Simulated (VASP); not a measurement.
# HfO2 (R-3m) in VASP: further runs, part 2 of 2

VASP 6.6.1. The steps go on from the part before.

## Step 3: Single point, PBE

This run uses another cell than the first one, of the same volume but with other edges.

Input file INCAR:

```
SYSTEM = HfO2
PREC     = Accurate       ! precision mode
ENCUT    = 520            ! plane-wave cutoff, eV
EDIFF    = 1E-6           ! SCF threshold, eV
ISMEAR   = 0              ! smearing method
SIGMA    = 0.05           ! smearing width, eV
LREAL    = .FALSE.        ! projectors in reciprocal space
LASPH    = .TRUE.         ! aspherical terms in the spheres
NELM     = 60             ! most SCF steps
ALGO     = Normal         ! electronic algorithm
ISIF     = 2              ! what is computed and relaxed
LWAVE    = .FALSE.        ! write WAVECAR
LCHARG   = .FALSE.        ! write CHGCAR
GGA      = PE             ! functional
NBANDS   = 18             ! bands
```

Input file KPOINTS:

```
Automatic mesh
0
G
  8 8 8
  0 0 0
```

Input file POSCAR:

```
HfO2
1.0
    0.1372283599      2.5965179642      2.5965179642
    2.5965179642      0.1372283599      2.5965179642
    2.5965179642      2.5965179642      0.1372283599
Hf O
1 2
Direct
    0.0000000000      0.0000000000      0.0000000000
    0.2500000000      0.2500000000      0.2500000000
    0.7500000000      0.7500000000      0.7500000000
```

Potentials or basis: VASP PAW PBE potentials, release 64 (Hf_pv, O).

Launch:

```console
cat potpaw_PBE.64/Hf_pv/POTCAR potpaw_PBE.64/O/POTCAR > POTCAR
mpirun -np 1 vasp_std > vasp.out
```

OUTCAR:

```text
SYSTEM = HfO2
   PREC = Accurate
   ENCUT = 520
   EDIFF = 1E-6
   ISMEAR = 0
   LREAL = .FALSE.
   LASPH = .TRUE.
   NELM = 60
   ISIF = 2
   GGA = PE

 ion  position               nearest neighbor table
   1  0.000  0.000  0.000-   3 2.15   3 2.15   3 2.15   2 2.15   2 2.15   2 2.15   3 2.31   2 2.31

   2  0.250  0.250  0.250-   1 2.15   1 2.15   1 2.15   1 2.31
   3  0.750  0.750  0.750-   1 2.15   1 2.15   1 2.15   1 2.31

  LATTYP: Found a trigonal (rhomboedric) cell.
 ALAT       =     3.6745942224
 COS(alpha) =     0.5520798786

  Lattice vectors:

 A1 = (   0.1372283599,   2.5965179642,   2.5965179642)
 A2 = (   2.5965179642,   0.1372283599,   2.5965179642)
 A3 = (   2.5965179642,   2.5965179642,   0.1372283599)

Analysis of symmetry for initial positions (statically):
=====================================================================
 Subroutine PRICEL returns:
 Original cell was already a primitive cell.

 Routine SETGRP: Setting up the symmetry group for a
 trigonal (rhombohedral) supercell.

 Subroutine GETGRP returns: Found 12 space group operations
 (whereof 12 operations were pure point group operations)
 out of a pool of 12 trial point group operations.

The static configuration has the point symmetry D_3d.

Analysis of symmetry for dynamics (positions and initial velocities):
=====================================================================
 Subroutine PRICEL returns:
 Original cell was already a primitive cell.

 Routine SETGRP: Setting up the symmetry group for a
 trigonal (rhombohedral) supercell.

 Subroutine GETGRP returns: Found 12 space group operations
 (whereof 12 operations were pure point group operations)
 out of a pool of 12 trial point group operations.

The dynamic configuration has the point symmetry D_3d.

 Subroutine INISYM returns: Found 12 space group operations
 (whereof 12 operations are pure point group operations),
 and found     1 'primitive' translations
[... 114 lines left out ...]
   IALGO  =     38    algorithm
   IMIX   =      4    mixing-type and parameters
     AMIX     =   0.40;   BMIX     =  1.00
     AMIX_MAG =   1.60;   BMIX_MAG =  1.00
  volume/ion in A,a.u.               =      10.75        72.52
  Fermi-wavevector in a.u.,A,eV,Ry     =   1.441318  2.723695 28.264695  2.077396
  Thomas-Fermi vector in A             =   2.559963
   LORBIT       =      0    0 simple, 1 ext, 2 COOP (PROOUT), +10 PAW based schemes
   GGA     = PE    functional components
   LHFCALC =     F    Hartree Fock is set to
   AEXX    =    0.0000 exact exchange contribution
   IVDW    =     0    specifies the selected vdW correction
   LEPSILON=     F    determine dielectric tensor
   LRPA    =     F    only Hartree local field effects (RPA)
 non-spin polarized calculation
 Gauss-broadening in eV      SIGMA  =   0.05
  energy-cutoff  :      520.00
  volume of cell :       32.24
 maximum number of plane-waves:       890
   NGX = 13   NGY = 13   NGZ = 13

 number of electron      22.0000006 magnetization

 Free energy of the ion-electron system (eV)
  ---------------------------------------------------
  ext. energy  EPLUGINS =         0.00000000
  ---------------------------------------------------
  free energy    TOTEN  =       -30.17205713 eV

  energy without entropy =      -30.17205713  energy(sigma->0) =      -30.17205713

 E-fermi :   4.6056     XC(G=0): -11.8920

 val. band max:        4.3232574281   @ k =   0.5000   0.5000  -0.0000
 cond. band min:       8.2145455209   @ k =   0.5000   0.5000  -0.0000
 fundamental gap:      3.8912880928
 Fermi energy:         4.6055597365

 k-point     1 :       0.0000    0.0000    0.0000
  band No.  band energies     occupation
      1     -25.3119      2.00000
      2     -25.2423      2.00000
      3     -25.2423      2.00000
      4     -14.4518      2.00000
      5     -11.3587      2.00000
      6      -1.1684      2.00000
[... 481 lines left out ...]
      5     -12.0327      2.00000
      6      -0.6858      2.00000
[... 10 lines left out ...]
     17      14.5079      0.00000
     18      17.5259      0.00000

 [... further k-points ...]

------------------------ aborting loop because EDIFF is reached ----------------------------------------

  FORCE on cell =-STRESS in cart. coord.  units (eV):
  Direction    XX          YY          ZZ          XY          YZ          ZX
  --------------------------------------------------------------------------------------
  -------------------------------------------------------------------------------------
  Total        1.0081609      1.0081609      1.0081609     -0.8170546     -0.8170546     -0.8170546
  in kB       50.1039926     50.1039926     50.1039926    -40.6063155    -40.6063155    -40.6063155
  external PRESSURE =      50.1039926 kB  Pullay stress =       0.0000000 kB

 VOLUME and BASIS-vectors are now :
 -----------------------------------------------------------------------------
  energy-cutoff  :      520.00
  volume of cell :       32.24
      direct lattice vectors                 reciprocal lattice vectors
     0.137228360  2.596517964  2.596517964    -0.208545006  0.198076482  0.198076482
     2.596517964  0.137228360  2.596517964     0.198076482 -0.208545006  0.198076482
     2.596517964  2.596517964  0.137228360     0.198076482  0.198076482 -0.208545006

 POSITION                                       TOTAL-FORCE (eV/Angst)
 -----------------------------------------------------------------------------------
      0.00000      0.00000      0.00000        -0.000000     -0.000000     -0.000000
      1.33257      1.33257      1.33257        -0.286077     -0.286077     -0.286077
      3.99770      3.99770      3.99770         0.286077      0.286077      0.286077
 -----------------------------------------------------------------------------------
    total drift:                                0.000000      0.000000      0.000000

  FREE ENERGIE OF THE ION-ELECTRON SYSTEM (eV)
  ---------------------------------------------------
  free  energy   TOTEN  =       -30.1720571343 eV

  energy  without entropy=      -30.1720571343  energy(sigma->0) =      -30.17205713
```

OSZICAR:

```text
N       E                     dE             d eps       ncg     rms          rms(c)
DAV:   1     0.882408042681E+02    0.88241E+02   -0.12771E+04  2340   0.121E+03
DAV:   2    -0.319882247316E+02   -0.12023E+03   -0.11575E+03  3022   0.283E+02
DAV:   3    -0.358943414671E+02   -0.39061E+01   -0.38908E+01  2752   0.452E+01
DAV:   4    -0.359166168655E+02   -0.22275E-01   -0.22269E-01  2848   0.379E+00
DAV:   5    -0.359167531149E+02   -0.13625E-03   -0.13625E-03  2630   0.278E-01    0.503E+01
DAV:   6    -0.302943287699E+02    0.56224E+01   -0.19905E+01  2388   0.325E+01    0.430E+01
DAV:   7    -0.302054270395E+02    0.88902E-01   -0.66687E-01  2646   0.673E+00    0.295E+01
DAV:   8    -0.301917178937E+02    0.13709E-01   -0.25650E-01  2556   0.469E+00    0.940E+00
DAV:   9    -0.301718608634E+02    0.19857E-01   -0.61788E-02  2470   0.209E+00    0.269E+00
DAV:  10    -0.301719882098E+02   -0.12735E-03   -0.30252E-03  2842   0.426E-01    0.256E-01
DAV:  11    -0.301720442019E+02   -0.55992E-04   -0.15922E-04  2686   0.112E-01    0.184E-01
DAV:  12    -0.301720562610E+02   -0.12059E-04   -0.31139E-05  2590   0.375E-02    0.620E-03
DAV:  13    -0.301720571343E+02   -0.87327E-06   -0.14863E-06  2532   0.921E-03
   1 F= -.30172057E+02 E0= -.30172057E+02  d E =-.236525E-17
```

stdout:

```text
POSCAR found type information on POSCAR HfO
 POSCAR found :  2 types and       3 ions
 scaLAPACK will be used
 LDA part: xc-table for (Slater+PW92), standard interpolation
 POSCAR, INCAR and KPOINTS ok, starting setup
 FFT: planning ... GRIDC
 FFT: planning ... GRID_SOFT
 FFT: planning ... GRID
 WAVECAR not read
 entering main loop
```

Wall time 23 s (1 thread of Intel Xeon Platinum 8488C (Sapphire Rapids), shared host); peak memory 0.17 GiB.

Results:

| Property | Result |
| --- | --- |
| Free energy | -30.1721 eV |
| Pressure | 5.0 GPa |
| Largest force | 0.495 eV/Å |
| Band gap on the k mesh | 3.89 eV, direct |

Forces in eV/Å, atoms in the order of the input:
```
Hf   0.000  0.000  0.000
O   -0.286 -0.286 -0.286
O    0.286  0.286  0.286
```

Caveat: spin-orbit coupling is left out, which moves the levels of the heavy elements.

## Step 4: Single point, PBE

This run uses another cell than the first one, of 11.04 Å³/atom, 1.027 times its volume.

Input file INCAR:

```
SYSTEM = HfO2
ALGO = Normal
EDIFF = 1E-6
ENCUT = 520
GGA = PE
ISIF = 2
ISMEAR = 0
LASPH = .TRUE.
LCHARG = .FALSE.
LREAL = .FALSE.
LWAVE = .FALSE.
NBANDS = 18
NELM = 80
PREC = Accurate
SIGMA = 0.05
```

Input file KPOINTS:

```
k-points
0
G
  8 8 8
  0 0 0
```

Input file POSCAR:

```
HfO2
1.0
    0.2092622289      2.6577282458      2.6577282458
    2.6577282458      0.2092622289      2.6577282458
    2.6577282458      2.6577282458      0.2092622289
Hf O
1 2
Direct
    0.0000000000      0.0000000000      0.0000000000
    0.2500000000      0.2500000000      0.2500000000
    0.7500000000      0.7500000000      0.7500000000
```

Launch:

```console
cat potpaw_PBE.64/Hf_pv/POTCAR potpaw_PBE.64/O/POTCAR > POTCAR
mpirun -np 1 vasp_std > vasp.out
```

It took 22 s on 1 thread of Intel Xeon Platinum 8488C (Sapphire Rapids), shared host; peak memory 0.18 GiB.

Results (log left out):

| Property | Result |
| --- | --- |
| Free energy | -30.1165 eV |
| Pressure | 0.1 GPa |
| Largest force | 0.447 eV/Å |
| Band gap on the k mesh | 3.88 eV, direct |

Forces on the atoms (eV/Å):
```
Hf   0.000  0.000  0.000
O   -0.258 -0.258 -0.258
O    0.258  0.258  0.258
```

Stress tensor (GPa, compression positive):
```
 0.10 -4.35 -4.35
-4.35  0.10 -4.35
-4.35 -4.35  0.10
```

Levels at points of the mesh, in eV from the valence-band top:
```csv
k point,band 9,band 10,band 11,band 12,band 13,band 14
"(0.00, 0.00, 0.00)",-0.62,-0.62,-0.37,3.98,3.98,5.73
"(0.50, 0.00, 0.00)",-2.61,-1.86,-1.63,4.52,5.13,7.10
"(0.50, 0.50, 0.00)",-2.02,-0.98,0.00,3.88,5.64,5.89
"(0.50, 0.50, 0.50)",-2.57,-1.60,-1.60,4.48,4.48,5.80
```

Caveat: spin-orbit coupling is left out, which moves the levels of the heavy elements. A k mesh can miss the band edges.

## Step 5: Single point, PBE

This run uses another cell than the first one, of 11.04 Å³/atom, 1.027 times its volume.

Input file INCAR:

```
SYSTEM = HfO2
  PREC = Accurate
  ENCUT = 520
  EDIFF = 1E-7
  ISMEAR = 0
  SIGMA = 0.05
  LREAL = .FALSE.
  LASPH = .TRUE.
  NELM = 100
  ALGO = Normal
  ISIF = 2
  LWAVE = .FALSE.
  LCHARG = .FALSE.
  GGA = PE
  NBANDS = 18
```

Input file KPOINTS:

```
regular mesh
0
G
  8 8 8
  0 0 0
```

Input file POSCAR:

```
HfO2
1.0
   -0.2009555179      2.4525064260      2.4525064260
    2.4525064260     -0.2009555179      2.4525064260
    2.4525064260      2.4525064260     -0.2009555179
Hf O
1 2
Direct
    0.0000000000      0.0000000000      0.0000000000
    0.2500000000      0.2500000000      0.2500000000
    0.7500000000      0.7500000000      0.7500000000
```

Launch:

```console
cat potpaw_PBE.64/Hf_pv/POTCAR potpaw_PBE.64/O/POTCAR > POTCAR
mpirun -np 1 vasp_std > vasp.out
```

Wall time 27 s (1 thread of Intel Xeon Platinum 8488C (Sapphire Rapids), shared host); peak memory 0.17 GiB.

The run converged. Its results:

| Quantity | Value |
| --- | --- |
| Free energy | -30.0204 eV |
| Pressure | 1.4 GPa |
| Largest force | 1.453 eV/Å |
| Band gap on the k mesh | 3.91 eV, direct |

Forces on the atoms (eV/Å):
```
Hf   0.000  0.000  0.000
O    0.839  0.839  0.839
O   -0.839 -0.839 -0.839
```

Stress tensor (GPa, compression positive):
```
 1.41 10.28 10.28
10.28  1.41 10.28
10.28 10.28  1.41
```

Levels at points of the mesh, in eV from the valence-band top:
```csv
k point,band 7,band 8,band 9,band 10,band 11,band 12,band 13,band 14,band 15,band 16
"(0.00, 0.00, 0.00)",-5.29,-5.08,-0.57,-0.54,-0.54,4.00,4.00,5.69,9.78,9.78
"(0.50, 0.00, 0.00)",-4.19,-2.95,-2.73,-1.90,-1.44,4.26,5.04,6.54,8.85,9.21
"(0.50, 0.50, 0.00)",-3.65,-2.97,-2.01,-1.06,0.00,3.91,5.68,6.19,7.37,9.10
"(0.50, 0.50, 0.50)",-4.05,-3.41,-2.36,-1.94,-1.94,5.01,5.01,7.84,8.56,8.56
```

Caveat: spin-orbit coupling is left out, which moves the levels of the heavy elements; forces of over 1 eV/Å act on the atoms, so gaps and moduli don't describe the material at rest.

## Step 6: Summary

```csv
cell,gap on the mesh (eV),pressure (GPa),largest force (eV/Å)
"a = 3.483 Å, angles 63.6°, 3 atoms",3.90,5.4,0.97
"a = 3.675 Å, angles 56.5°, 3 atoms",3.89,5.0,0.50
"a = 3.764 Å, angles 54.8°, 3 atoms",3.88,0.1,0.45
"a = 3.474 Å, angles 65.4°, 3 atoms",3.91,1.4,1.45
```

Alike in all rows: task single point; level PBE; potentials or basis VASP PAW PBE potentials, release 64 (Hf_pv, O); no spin polarisation; k mesh 8 × 8 × 8; cutoff (eV) 520; smearing gaussian 0.05 eV.

Caveats: spin-orbit coupling is left out, which moves the levels of the heavy elements; forces of over 1 eV/Å act on the atoms, so gaps and moduli don't describe the material at rest (some runs).

Total energies depend on the potentials used, so only differences within one code and one set of settings carry meaning.
